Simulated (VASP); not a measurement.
A run of VASP 6.6.1:

INCAR

```
  ALGO = Normal
  EDIFF = 1E-6
  ENCUT = 520
  ISIF = 2
  ISMEAR = -1
  LASPH = T
  LCHARG = T
  LELF = T
  LREAL = F
  LVHAR = T
  LWAVE = F
  NBANDS = 14
  NELM = 60
  PREC = Accurate
  SIGMA = 0.05
```

The input KPOINTS:

```
k-points
0
Gamma
  8 8 8
```

The input POSCAR:

```
TiAl
1.0
    3.2001180175      0.0000000000      0.0000000000
    0.0000000000      3.2001180175      0.0000000000
    0.0000000000      0.0000000000      3.2001180175
Ti Al
1 1
Direct
    0.0000000000      0.0000000000      0.0000000000
    0.5000000000      0.5000000000      0.5000000000
```

Potentials or basis: VASP PAW LDA potentials, release 64 (Ti_sv, Al).

Launch:

```sh
$ cat potpaw_LDA.64/Ti_sv/POTCAR potpaw_LDA.64/Al/POTCAR > POTCAR
$ mpirun -np 1 vasp_std > vasp.out
```

Hardware: 1 thread of Intel(R) Xeon(R) 6975P-C (Granite Rapids), on a shared host.

**Question.** How long does it take, and how much memory?

**Answer.** Wall time 3.7 s on 1 thread of Intel(R) Xeon(R) 6975P-C (Granite Rapids), with other jobs on the host, peak memory 0.13 GiB. Counts: scf iterations 12, k points 35.
